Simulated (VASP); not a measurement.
Runs of VASP 6.6.1 on PtS2. It takes space group P-3m1 (No. 164, trigonal). Conventional cell: a = 3.553 Å, b = 3.553 Å, c = 5.123 Å, α = 90.00°, β = 90.00°, γ = 120.00°. Pt (site symmetry -3m) has 6 S at 2.39 Å within 3.2 Å. Within 3.2 Å of S (site symmetry 3m) lie 3 Pt at 2.39 Å and 3 S at 3.20 Å. 

```tsv
level	k mesh	smearing	grid for exact exchange (PRECFOCK)	screening parameter	share of exact exchange	gap on the mesh (eV)	pressure (GPa)	largest force (eV/Å)
r2SCAN	6 × 6 × 4	gaussian 0.01 eV	-	-	-	0.98	1.2	0.05
PBE	6 × 6 × 4	methfessel-paxton 0.2 eV	-	-	-	0.85	3.2	0.03
PBE	6 × 6 × 4	gaussian 0.01 eV	-	-	-	0.85	3.2	0.03
PBE+D3(BJ)	6 × 6 × 4	gaussian 0.01 eV	-	-	-	0.85	(b)	0.05
PBE	6 × 6 × 4	gaussian 0.05 eV	-	-	-	0.85	3.2	0.03
HSE06	6 × 6 × 2	gaussian 0.01 eV	Normal	0.2079 1/Å	-	(c)	-1.4	0.40
PBE	6 × 6 × 4	methfessel-paxton 0.001 eV	-	-	-	0.85	3.2	0.03
PBE	6 × 6 × 4	fermi-dirac 0.5 eV	-	-	-	0.89	5.1	(d)
PBE-based screened hybrid	6 × 6 × 2	gaussian 0.01 eV	Normal	0.5 1/Å	0.1	(a)	2.0	0.08
PBE	6 × 6 × 4	fermi-dirac 0.05 eV	-	-	-	0.85	3.2	0.03
PBE	6 × 6 × 4	gaussian 0.001 eV	-	-	-	0.85	3.2	0.03
```

Alike in all rows: task single point; potentials or basis VASP PAW PBE potentials, release 64 (Pt, S); no spin polarisation; cell as given; cutoff (eV) 520.

Q: Fill in the values left out.

A: (a) 0.94; (b) -0.5; (c) 1.42; (d) 0.33.

Caveats: some runs use coarse meshes; spin-orbit coupling is left out, which moves the levels of the heavy elements; the PAW data sets were made with another functional, which shifts forces and pressure a little (some runs).

A k mesh can miss the band edges, and the runs leave out spin-orbit coupling on Pt.
